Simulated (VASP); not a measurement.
**ScBPt3: single point with LDA**

ScBPt3:

```
Sc B Pt
1.0
     4.11879    0.00000    0.00000
     0.00000    4.11879    0.00000
     0.00000    0.00000    4.11879
Sc B Pt
1 1 3
Direct
  0.00000 0.00000 0.00000
  0.50000 0.50000 0.50000
  0.00000 0.50000 0.50000
  0.50000 0.50000 0.00000
  0.50000 0.00000 0.50000
```

```yaml
Program: VASP 6.6.1
Task: single point
Functional: LDA
Potentials_or_basis: VASP PAW LDA potentials, release 64 (Sc_sv, B, Pt)
Cutoff: 520 eV
k_mesh: 6 × 6 × 6
Occupations: fermi-dirac, width 0.1 eV
Spin: no spin polarisation
```

| Item | Value |
| --- | --- |
| Pressure | 11.1 GPa |
| Band gap on the k mesh | zero (bands 22 and 23 overlap by 1.33 eV) |

Levels at points of the mesh, in eV from the Fermi level:
| k point | band 20 | band 21 | band 22 | band 23 | band 24 | band 25 |
| --- | --- | --- | --- | --- | --- | --- |
| (0.00, 0.00, 0.00) | -1.17 | -1.14 | -1.14 | -1.14 | 1.47 | 1.47 |
| (0.50, 0.00, 0.00) | -2.59 | -1.14 | 0.19 | 0.19 | 1.24 | 1.33 |
| (0.50, 0.50, 0.00) | -2.58 | -2.09 | -0.29 | -0.29 | 0.87 | 0.87 |
| (0.50, 0.50, 0.50) | -1.37 | -0.94 | -0.94 | -0.94 | 0.27 | 0.27 |

Run time: 14 s on 1 thread of Intel(R) Xeon(R) 6975P-C (Granite Rapids), with other jobs on the host, peak memory 0.17 GiB.

Caveat: the cell stands under pressure; spin-orbit coupling is left out, which moves the levels of the heavy elements.
